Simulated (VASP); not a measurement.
# MnF2 (P6/mmm) in VASP: a series of runs

The runs below take MnF2 through single point, relaxation of cell and atoms, with PBE.

Program: VASP 6.6.1. These are calculated values, not measurements. Logs are shortened: lines on timing, memory, paths and dates and some standing lists are left out, and cuts for length are marked.

### 1 The cell of the first run

The structure is hexagonal, space group P6/mmm (No. 191). The conventional cell has a = 3.229 Å, b = 3.229 Å, c = 3.445 Å, α = 90.00°, β = 90.00°, γ = 120.00°. Within 3.3 Å of Mn (site symmetry 6/mmm) lie 12 F at 2.54 Å and 6 Mn at 3.23 Å. Within 2.6 Å of F (site symmetry -6m2) lie 3 F at 1.86 Å and 6 Mn at 2.54 Å.

The cell was generated, and may not be a known phase.

### 2 Single point, PBE, collinear spin, ferromagnetic start

Contents of INCAR:

```
SYSTEM = MnF2
PREC = Accurate
ENCUT = 520
EDIFF = 1E-6
ISMEAR = 0
SIGMA = 0.1
LREAL = .FALSE.
LASPH = .TRUE.
NELM = 150
ALGO = Normal
ISIF = 2
LWAVE = .FALSE.
LCHARG = .FALSE.
ISPIN = 2
MAGMOM = 4 0 0
LORBIT = 11
LMAXMIX = 4
GGA = PE
NBANDS = 24
```

Contents of KPOINTS:

```
regular mesh
0
G
  6 6 6
  0 0 0
```

Contents of POSCAR:

```
MnF2
1.0
    3.2286013200      0.0000000000      0.0000000000
   -1.6143006600      2.7960507600      0.0000000000
    0.0000000000      0.0000000000      3.4450277300
Mn F
1 2
Direct
    0.0000000000      0.0000000000      0.0000000000
    0.3333333300      0.6666666700      0.5000000000
    0.6666666700      0.3333333300      0.5000000000
```

Potentials or basis: VASP PAW PBE potentials, release 64 (Mn_pv, F).

Command:

```
$ cat potpaw_PBE.64/Mn_pv/POTCAR potpaw_PBE.64/F/POTCAR > POTCAR
$ mpirun -np 1 vasp_std > vasp.out
```

OUTCAR:

```text
SYSTEM = MnF2
   PREC = Accurate
   ENCUT = 520
   EDIFF = 1E-6
   ISMEAR = 0
   LREAL = .FALSE.
   LASPH = .TRUE.
   NELM = 150
   ISIF = 2
   ISPIN = 2
   LORBIT = 11
   GGA = PE

 ion  position               nearest neighbor table
   1  0.000  0.000  0.000-   2 2.54   3 2.54   2 2.54   3 2.54   2 2.54   2 2.54   3 2.54   3 2.54
                             3 2.54   3 2.54   2 2.54   2 2.54
   2  0.333  0.667  0.500-   3 1.86   3 1.86   3 1.86   1 2.54   1 2.54   1 2.54   1 2.54   1 2.54
                             1 2.54
   3  0.667  0.333  0.500-   2 1.86   2 1.86   2 1.86   1 2.54   1 2.54   1 2.54   1 2.54   1 2.54
                             1 2.54

  LATTYP: Found a hexagonal cell.
 ALAT       =     3.2286013200
 C/A-ratio  =     1.0670341081

  Lattice vectors:

 A1 = (   3.2286013200,   0.0000000000,   0.0000000000)
 A2 = (  -1.6143006600,   2.7960507600,   0.0000000000)
 A3 = (   0.0000000000,   0.0000000000,   3.4450277300)

Analysis of symmetry for initial positions (statically):
=====================================================================
 Subroutine PRICEL returns:
 Original cell was already a primitive cell.

 Routine SETGRP: Setting up the symmetry group for a
 hexagonal supercell.

 Subroutine GETGRP returns: Found 24 space group operations
 (whereof 24 operations were pure point group operations)
 out of a pool of 24 trial point group operations.

The static configuration has the point symmetry D_6h.

Analysis of symmetry for dynamics (positions and initial velocities):
=====================================================================
 Subroutine PRICEL returns:
 Original cell was already a primitive cell.

 Routine SETGRP: Setting up the symmetry group for a
 hexagonal supercell.

 Subroutine GETGRP returns: Found 24 space group operations
 (whereof 24 operations were pure point group operations)
 out of a pool of 24 trial point group operations.

The dynamic configuration has the point symmetry D_6h.

Analysis of structural, dynamic, and magnetic symmetry:
=====================================================================
 Subroutine PRICEL returns:
 Original cell was already a primitive cell.

 Routine SETGRP: Setting up the symmetry group for a
 hexagonal supercell.

 Subroutine GETGRP returns: Found 24 space group operations
 (whereof 24 operations were pure point group operations)
 out of a pool of 24 trial point group operations.

The overall configuration has the point symmetry D_6h.

 Subroutine INISYM returns: Found 24 space group operations
 (whereof 24 operations are pure point group operations),
 and found     1 'primitive' translations

----------------------------------------------------------------------------------------

                                     Primitive cell

  volume of cell :      31.0994

  direct lattice vectors                    reciprocal lattice vectors
     3.228601320  0.000000000  0.000000000     0.309731646  0.178823649  0.000000000
    -1.614300660  2.796050760  0.000000000     0.000000000  0.357647298  0.000000000
     0.000000000  0.000000000  3.445027730     0.000000000  0.000000000  0.290273425

  length of vectors
     3.228601320  3.228601318  3.445027730     0.357647298  0.357647298  0.290273425

  position of ions in fractional coordinates (direct lattice)
     0.000000000  0.000000000  0.000000000
     0.333333330  0.666666670  0.500000000
     0.666666670  0.333333330  0.500000000

  ion indices of the primitive-cell ions
   primitive index   ion index
                 1           1
                 2           2
                 3           3

----------------------------------------------------------------------------------------

 KPOINTS: regular mesh

Automatic generation of k-mesh.
 Grid dimensions read from file:
 generate k-points for:    6    6    6

 Generating k-lattice:

  Cartesian coordinates                     Fractional coordinates (reciprocal lattice)
     0.051621941  0.029803942  0.000000000     0.166666667  0.000000000  0.000000000
     0.000000000  0.059607883  0.000000000     0.000000000  0.166666667  0.000000000
     0.000000000  0.000000000  0.048378904     0.000000000  0.000000000  0.166666667

  Length of vectors
     0.059607883  0.059607883  0.048378904

  Shift w.r.t. Gamma in fractional coordinates (k-lattice)
     0.000000000  0.000000000  0.000000000

 Subroutine IBZKPT returns following result:
 ===========================================

 Found     28 irreducible k-points:

 Following reciprocal coordinates:
            Coordinates               Weight
  0.000000  0.000000  0.000000      1.000000
  0.166667 -0.000000  0.000000      6.000000
  0.333333 -0.000000  0.000000      6.000000
  0.500000 -0.000000  0.000000      3.000000
  0.166667  0.166667  0.000000      6.000000
  0.333333  0.166667  0.000000     12.000000
[... 16 lines left out ...]
  0.166667 -0.000000  0.500000      6.000000
  0.333333 -0.000000  0.500000      6.000000
 [... further k-points ...]
   k-points           NKPTS =     28   k-points in BZ     NKDIM =     28   number of bands    NBANDS=     24
   number of dos      NEDOS =    301   number of ions     NIONS =      3
   total plane-waves  NPLWV =  16128
   dimension x,y,z NGX =    24 NGY =   24 NGZ =   28
   dimension x,y,z NGXF=    48 NGYF=   48 NGZF=   56
   ions per type =               1   2
   NGX,Y,Z   is equivalent  to a cutoff of  12.36, 12.36, 13.51 a.u.
   NGXF,Y,Z  is equivalent  to a cutoff of  24.72, 24.72, 27.02 a.u.
 SYSTEM =  MnF2
   PREC   = accura    normal or accurate (medium, high low for compatibility)
   ISTART =      0    job   : 0-new  1-cont  2-samecut
   ICHARG =      2    charge: 1-file 2-atom 10-const
   ISPIN  =      2    spin polarized calculation?
   LNONCOLLINEAR =      F non collinear calculations
   LSORBIT =      F    spin-orbit coupling
   LASPH  =      T    aspherical Exc in radial PAW
   ENCUT  =  520.0 eV  38.22 Ry    6.18 a.u.   6.00  6.00  6.41*2*pi/ulx,y,z
   NELM   =    150;   NELMIN=  2; NELMDL= -5     # of ELM steps
   EDIFF  = 0.1E-05   stopping-criterion for ELM
   LREAL  =      F    real-space projection
   EDIFFG = 0.1E-04   stopping-criterion for IOM
   NSW    =      0    number of steps for IOM
   IBRION =     -1    ionic relax: 0-MD 1-quasi-New 2-CG
   NFREE  =      0    steps in history (QN), initial steepest desc. (CG)
   ISIF   =      2    stress and relaxation
   ISYM   =      2    0-nonsym 1-usesym 2-fastsym
   POTIM  = 0.5000    time-step for ionic-motion
   TEBEG  =    0.0;   TEEND  =   0.0 temperature during run
   PSTRESS=    0.0 pullay stress
   NELECT =      27.0000    total number of electrons
   NUPDOWN=      -1.0000    fix difference up-down
   EMIN   =  10.00;   EMAX   =-10.00  energy-range for DOS
   EFERMI =   0.00;   METHOD = LEGACY
   ISMEAR =     0;   SIGMA  =   0.10  broadening in eV -4-tet -1-fermi 0-gaus
   EFERMI_NEDOS =   21; number of points for ismear=-14 and -15
   IALGO  =     38    algorithm
   IMIX   =      4    mixing-type and parameters
     AMIX     =   0.40;   BMIX     =  1.00
     AMIX_MAG =   1.60;   BMIX_MAG =  1.00
  volume/ion in A,a.u.               =      10.37        69.96
  Fermi-wavevector in a.u.,A,eV,Ry     =   1.561752  2.951283 33.185545  2.439069
  Thomas-Fermi vector in A             =   2.664771
   LORBIT       =     11    0 simple, 1 ext, 2 COOP (PROOUT), +10 PAW based schemes
   GGA     = PE    functional components
   LHFCALC =     F    Hartree Fock is set to
   AEXX    =    0.0000 exact exchange contribution
   IVDW    =     0    specifies the selected vdW correction
   LEPSILON=     F    determine dielectric tensor
   LRPA    =     F    only Hartree local field effects (RPA)
 spin polarized calculation
 Gauss-broadening in eV      SIGMA  =   0.10
  energy-cutoff  :      520.00
  volume of cell :       31.10
 maximum number of plane-waves:       870
   NGX = 13   NGY = 13   NGZ = 13

 number of electron      27.0000015 magnetization       5.0757198

 Free energy of the ion-electron system (eV)
  ---------------------------------------------------
  ext. energy  EPLUGINS =         0.00000000
  ---------------------------------------------------
  free energy    TOTEN  =       -13.22732969 eV

  energy without entropy =      -13.21840156  energy(sigma->0) =      -13.22286563

 E-fermi :   5.7221     XC(G=0): -11.4395

 val. band max:        5.6909710912   @ k =   0.3333   0.1667   0.1667
 cond. band min:       5.7490476040   @ k =   0.3333   0.1667   0.3333
 fundamental gap:      0.0580765128
 Fermi energy:         5.7221207674

 spin component 1

 k-point     1 :       0.0000    0.0000    0.0000
  band No.  band energies     occupation
      1     -45.2560      1.00000
      2     -45.2560      1.00000
      3     -45.1356      1.00000
      4     -19.9789      1.00000
      5     -15.1494      1.00000
      6      -1.1183      1.00000
[... 16 lines left out ...]
     23      24.4292      0.00000
     24      24.4292      0.00000
[... 598 lines left out ...]
      2     -45.2611      1.00000
      3     -45.1421      1.00000
      4     -19.0355      1.00000
      5     -16.3653      1.00000
      6      -1.9310      1.00000
[... 16 lines left out ...]
     23      26.9302      0.00000
     24      27.4781      0.00000

 [... further k-points ...]

 spin component 2

 k-point     1 :       0.0000    0.0000    0.0000
  band No.  band energies     occupation
      1     -40.4938      1.00000
      2     -40.4938      1.00000
      3     -40.3739      1.00000
      4     -19.6187      1.00000
      5     -14.7208      1.00000
      6      -0.8156      1.00000
[... 16 lines left out ...]
     23      25.9093      0.00000
     24      25.9093      0.00000
[... 598 lines left out ...]
      2     -40.5000      1.00000
      3     -40.3826      1.00000
      4     -18.6666      1.00000
      5     -15.9602      1.00000
      6      -1.4536      1.00000
[... 16 lines left out ...]
     23      27.4235      0.00000
     24      28.3939      0.00000

 [... further k-points ...]

------------------------ aborting loop because EDIFF is reached ----------------------------------------

  FORCE on cell =-STRESS in cart. coord.  units (eV):
  Direction    XX          YY          ZZ          XY          YZ          ZX
  --------------------------------------------------------------------------------------
  -------------------------------------------------------------------------------------
  Total       14.0120191     14.0120190     -7.3332393      0.0000000     -0.0000000      0.0000000
  in kB      721.8701906    721.8701896   -377.7932935      0.0000000     -0.0000000      0.0000000
  external PRESSURE =     355.3156956 kB  Pullay stress =       0.0000000 kB

 VOLUME and BASIS-vectors are now :
 -----------------------------------------------------------------------------
  energy-cutoff  :      520.00
  volume of cell :       31.10
      direct lattice vectors                 reciprocal lattice vectors
     3.228601320  0.000000000  0.000000000     0.309731646  0.178823649  0.000000000
    -1.614300660  2.796050760  0.000000000     0.000000000  0.357647298  0.000000000
     0.000000000  0.000000000  3.445027730     0.000000000  0.000000000  0.290273425

 POSITION                                       TOTAL-FORCE (eV/Angst)
 -----------------------------------------------------------------------------------
      0.00000      0.00000      0.00000         0.000000      0.000000      0.000000
     -0.00000      1.86403      1.72251        -0.000000     -0.000000      0.000000
      1.61430      0.93202      1.72251         0.000000      0.000000      0.000000
 -----------------------------------------------------------------------------------
    total drift:                                0.000000     -0.000000     -0.000000

  FREE ENERGIE OF THE ION-ELECTRON SYSTEM (eV)
  ---------------------------------------------------
  free  energy   TOTEN  =       -13.2273296934 eV

  energy  without entropy=      -13.2184015618  energy(sigma->0) =      -13.22286563

 total charge

# of ion       s       p       d       tot
------------------------------------------
    1        0.148   6.070   4.929  11.148
    2        1.777   4.300   0.000   6.077
    3        1.777   4.300   0.000   6.077
--------------------------------------------------
tot          3.702  14.670   4.929  23.302

 magnetization (x)

# of ion       s       p       d       tot
------------------------------------------
    1        0.021   0.012   4.391   4.424
    2        0.005   0.206   0.000   0.211
    3        0.005   0.206   0.000   0.211
--------------------------------------------------
tot          0.031   0.424   4.391   4.845
```

Run time: 43 s. Hardware: 1 thread of Intel Xeon Platinum 8259CL at 2.50GHz (Skylake/Cascade Lake), shared host; peak memory 0.17 GiB.

What came out:

```yaml
Free_energy: -13.2273 eV
Pressure: 35.5 GPa
Net_moment: 5.08 μB per cell
Site_moments: Mn +4.42; F +0.21 μB
Valence_electrons_inside_the_program's_atomic_spheres: Mn 11.15; F 6.08
```

Levels at points of the mesh, in eV from the Fermi level:
Spin up:
```
           k point  band 12  band 13  band 14  band 15  band 16  band 17  band 18  band 19  band 20  band 21
(0.00, 0.00, 0.00)    -3.05    -2.87    -2.87    -2.23    -2.23    -1.60    12.34    12.76    14.66    14.66
(0.50, 0.00, 0.00)    -2.87    -2.67    -2.25    -1.94    -0.51     2.67     3.88    11.36    11.68    12.55
(0.00, 0.00, 0.50)    -3.49    -3.35    -3.16    -1.02    -1.02     2.87     5.84    14.87    14.87    16.65
(0.50, 0.00, 0.50)    -2.75    -2.45    -2.27    -1.70    -0.65     3.96     5.40     8.24     9.48    16.13
```
Spin down:
```tsv
k point	band 8	band 9	band 10	band 11	band 12	band 13	band 14	band 15
(0.00, 0.00, 0.00)	-6.31	-2.73	-1.77	-1.77	-1.63	1.03	1.03	1.07
(0.50, 0.00, 0.00)	-5.66	-4.08	-1.77	-0.33	-0.19	1.39	1.43	1.90
(0.00, 0.00, 0.50)	-6.13	-3.03	-2.19	-2.19	0.57	0.64	0.64	2.19
(0.50, 0.00, 0.50)	-5.98	-5.31	-1.84	-0.17	0.97	1.44	1.71	1.83
```

Caveat: the k points lie up to 0.37 Å⁻¹ apart; a cell with one magnetic atom can't hold antiferromagnetic order, which such compounds often take; semilocal functionals often make such compounds metallic where correlation or magnetic order opens a gap, which also shifts bond lengths.

### 3 Single point, PBE, collinear spin, ferromagnetic start

This run uses another cell than the first one, of 11.28 Å³/atom.

Contents of INCAR:

```
SYSTEM = MnF2
PREC = Accurate
ENCUT = 520
EDIFF = 1E-6
ISMEAR = 0
SIGMA = 0.1
LREAL = .False.
LASPH = .True.
NELM = 150
ALGO = Normal
ISIF = 2
LWAVE = .False.
LCHARG = .True.
ISPIN = 2
MAGMOM = 4 0 0
LORBIT = 11
LMAXMIX = 4
GGA = PE
LELF = .True.
LVHAR = .True.
NBANDS = 24
```

Contents of KPOINTS:

```
Automatic mesh
0
Gamma
  6 6 6
  0 0 0
```

Contents of POSCAR:

```
MnF2
1.0
    3.7733514943      0.0000000000      0.0000000000
   -1.8866757471      3.2678182515      0.0000000000
    0.0000000000      0.0000000000      2.7439928834
Mn F
1 2
Direct
    0.0000000000      0.0000000000      0.0000000000
    0.3333333333      0.6666666667      0.5000000000
    0.6666666667      0.3333333333      0.5000000000
```

Potentials or basis: VASP PAW PBE potentials, release 64 (Mn_pv, F).

Command:

```
$ cat potpaw_PBE.64/Mn_pv/POTCAR potpaw_PBE.64/F/POTCAR > POTCAR
$ mpirun -np 1 vasp_std > vasp.out
```

Run time: 40 s. Hardware: 1 thread of Intel Xeon Platinum 8259CL at 2.50GHz (Skylake/Cascade Lake), shared host; peak memory 0.17 GiB.

Results (log left out):

* Free energy: -16.6337 eV
* Pressure: -0.3 GPa
* Band gap on the k mesh: 0.52 eV (least direct gap 1.09 eV)
* Net moment: 5.00 μB per cell
* Site moments: Mn +4.58; F +0.09 μB
* Valence electrons inside the program's atomic spheres: Mn 11.06; F 6.05

Stress tensor (GPa, compression positive):
```
-0.34  0.00  0.00
 0.00 -0.34  0.00
 0.00  0.00 -0.11
```

Levels at points of the mesh, in eV from the valence-band top:
Spin up:
```
           k point  band 12  band 13  band 14  band 15  band 16  band 17  band 18  band 19  band 20  band 21
(0.00, 0.00, 0.00)    -1.53    -1.53    -1.06    -0.97    -0.97     0.81    11.44    11.44    14.42    18.74
(0.50, 0.00, 0.00)    -1.78    -1.55    -1.51    -0.73    -0.03     4.31     7.19    11.48    14.55    18.96
(0.00, 0.00, 0.50)    -1.86    -1.86    -0.94    -0.05    -0.05     5.06     7.83    13.73    13.73    16.42
(0.50, 0.00, 0.50)    -1.34    -1.23    -0.85    -0.78    -0.49     6.74     6.79    10.58    10.70    17.56
```
Spin down:
```
           k point  band 8  band 9  band 10  band 11  band 12  band 13  band 14  band 15
(0.00, 0.00, 0.00)   -2.24   -1.43    -1.43    -0.90     0.52     2.72     3.10     3.10
(0.50, 0.00, 0.00)   -1.95   -1.58    -1.36    -0.70     1.06     2.57     3.06     3.23
(0.00, 0.00, 0.50)   -3.55   -2.23    -1.68    -1.68     2.55     2.55     2.85     2.85
(0.50, 0.00, 0.50)   -3.68   -3.50    -1.45    -0.30     2.34     2.68     2.99     3.24
```

Caveat: a cell with one magnetic atom can't hold antiferromagnetic order, which such compounds often take. A k mesh can miss the band edges.

### 4 Relaxation of cell and atoms, PBE, collinear spin, ferromagnetic start

Contents of INCAR:

```
PREC = Accurate ; ENCUT = 600
EDIFF = 1E-7 ; ISMEAR = 0
SIGMA = 0.1 ; LREAL = False
LASPH = True ; NELM = 150
ALGO = Normal ; ISIF = 3
LWAVE = False ; LCHARG = False
ISPIN = 2 ; MAGMOM = 4 0 0
LORBIT = 11 ; LMAXMIX = 4
GGA = PE ; IBRION = 2
NSW = 90 ; EDIFFG = -0.04
```

Contents of KPOINTS:

```
Automatic mesh
0
Gamma
  6 6 6
```

Contents of POSCAR:

```
MnF2
1.0
    3.2286013200      0.0000000000      0.0000000000
   -1.6143006600      2.7960507600      0.0000000000
    0.0000000000      0.0000000000      3.4450277300
Mn F
1 2
Direct
    0.0000000000      0.0000000000      0.0000000000
    0.3333333300      0.6666666700      0.5000000000
    0.6666666700      0.3333333300      0.5000000000
```

Command:

```
$ cat potpaw_PBE.64/Mn_pv/POTCAR potpaw_PBE.64/F/POTCAR > POTCAR
$ mpirun -np 1 vasp_std > vasp.out
```

Wall time 5.3 min (1 thread of Intel Xeon Platinum 8259CL at 2.50GHz (Skylake/Cascade Lake), shared host); peak memory 0.19 GiB.

The run converged. Its results:

* Free energy: -16.6088 eV
* Relaxed volume: 11.13 Å³/atom
* Relaxed cell: a = 3.753 Å, b = 3.753 Å, c = 2.737 Å, α = 90.00°, β = 90.00°, γ = 120.00°
* Space group after relaxing (to 0.1 Å): P6/mmm (No. 191)
* Energy gained by relaxing: 1125.6 meV/atom
* Ionic steps: 8
* Pressure after relaxing: 0.2 GPa
* Band gap on the k mesh: 0.53 eV (least direct gap 1.09 eV)
* Net moment: -5.00 μB per cell
* Site moments: Mn -4.58; F -0.10 μB
* Valence electrons inside the program's atomic spheres: Mn 11.07; F 6.06

Stress tensor (GPa, compression positive):
```
0.00 0.00 0.00
0.00 0.00 0.00
0.00 0.00 0.45
```

The path:
```tsv
step	energy change (eV)	largest force (eV/Å)	pressure (GPa)	volume (Å³)
1	0.0000	0.0000	35.38	31.10
2	-2.9496	0.0000	-15.03	41.13
3	-3.0040	0.0000	-10.79	39.70
4	-3.3291	0.0000	-6.37	35.74
5	-3.3528	0.0000	-4.45	34.67
6	-3.3531	0.0000	-4.09	34.49
7	-3.3715	0.0000	2.31	32.86
8	-3.3769	0.0000	0.15	33.38
```

Final structure:
```
Mn F
1.0
     3.75265    0.00000    0.00000
    -1.87633    3.24989    0.00000
     0.00000    0.00000    2.73668
Mn F
1 2
Direct
  0.00000 0.00000 0.00000
  0.33333 0.66667 0.50000
  0.66667 0.33333 0.50000
```

Levels at points of the mesh, in eV from the valence-band top:
Spin up:
| k point | band 9 | band 10 | band 11 | band 12 | band 13 | band 14 |
| --- | --- | --- | --- | --- | --- | --- |
| (0.00, 0.00, 0.00) | -1.46 | -1.46 | -0.94 | 0.53 | 2.75 | 3.13 |
| (0.50, 0.00, 0.00) | -1.60 | -1.41 | -0.71 | 1.07 | 2.59 | 3.09 |
| (0.00, 0.00, 0.50) | -2.29 | -1.73 | -1.73 | 2.56 | 2.56 | 2.89 |
| (0.50, 0.00, 0.50) | -3.58 | -1.48 | -0.31 | 2.37 | 2.72 | 3.02 |
Spin down:
```csv
k point,band 13,band 14,band 15,band 16,band 17,band 18,band 19
"(0.00, 0.00, 0.00)",-1.50,-1.10,-0.95,-0.95,0.85,11.57,11.57
"(0.50, 0.00, 0.00)",-1.57,-1.52,-0.71,-0.01,4.40,7.25,11.60
"(0.00, 0.00, 0.50)",-1.84,-0.91,-0.03,-0.03,5.14,7.92,13.85
"(0.50, 0.00, 0.50)",-1.21,-0.84,-0.75,-0.50,6.83,6.86,10.63
```

Caveat: a cell axis changed by over 15 % at a fixed basis, so the end point is rough; a cell with one magnetic atom can't hold antiferromagnetic order, which such compounds often take. A k mesh can miss the band edges.

(Continued in part 2 of 2.)

The gap in the log of VASP goes by the Fermi energy; the results here count the filled bands.